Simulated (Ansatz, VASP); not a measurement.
One calculation of FePt, two programs

```
Pt Fe
1.0
     2.72350    0.00000    0.00000
     0.00000    2.72350    0.00000
     0.00000    0.00000    3.72000
Pt Fe
1 1
Direct
  0.50000 0.50000 0.50000
  0.00000 0.00000 0.00000
```

Alike in both runs: functional LDA; k mesh 10 × 10 × 7; occupations fermi-dirac, width 0.05 eV; collinear spin.

|  | VASP | Ansatz |
| --- | --- | --- |
| version | VASP 6.6.1 | Ansatz 0.2.0 |
| potentials or method | VASP PAW LDA potentials, release 64 (Pt, Fe), cutoff 520 eV | all-electron LAPW, scalar-relativistic |
| task | single point | band structure |

Ansatz gave:

* gap on the k mesh at the Fermi level (eV): none
* pressure (GPa): -12.7
* traceless stress, the component that is largest in VASP (GPa): 0.84
* net moment per atom (μB): 1.61
* size of the moment on the site where the two differ most (μB): 2.88

Estimate VASP's values.

gap on the k mesh at the Fermi level (eV): none; pressure (GPa): -12.7; traceless stress, the component that is largest in VASP (GPa): 0.91; net moment per atom (μB): 1.60; size of the moment on the site where the two differ most (μB): 2.80.

LDA's correlation is that of Perdew and Zunger in VASP and of Perdew and Wang (1992) in Ansatz. Site moments also hang on the region over which each program counts them. A gap of «none» marks a metal or a gap that the smearing closes. Ansatz ran all-electron here, and VASP with PAW potentials.

Neither program's run includes spin-orbit coupling.
